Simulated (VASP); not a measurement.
Crystal: CdS.

```
CELL_PARAMETERS angstrom
0.00000 3.03768 2.78226
3.03768 0.00000 2.78226
3.03768 3.03768 0.00000
ATOMIC_POSITIONS crystal
Cd 0.00000 0.00000 0.00000
S 0.25000 0.25000 0.25000
```

This cell differs from its parent crystal: epitaxial xy strain +3.4%.

Base run:

| Item | Value |
| --- | --- |
| Program | VASP 6.6.1 |
| Functional | r2SCAN |
| Potentials or basis | VASP PAW PBE potentials, release 64 (Cd, S) |
| Cutoff | 520 eV |
| k mesh | 8 × 8 × 8 |
| Occupations | gaussian, width 0.01 eV |
| Spin | no spin polarisation |

Its results: band gap on the k mesh 1.36 eV, direct; pressure -0.6 GPa.

Q: The run is repeated on the same cell with these changes: functional from r2SCAN to PBE; occupations from gaussian, width 0.01 eV to fermi-dirac, width 0.02 eV. What comes out?

A: Band gap on the k mesh 0.92 eV, direct; pressure 0.8 GPa.

Caveats: the PAW data sets were made with another functional, which shifts forces and pressure a little (some runs).

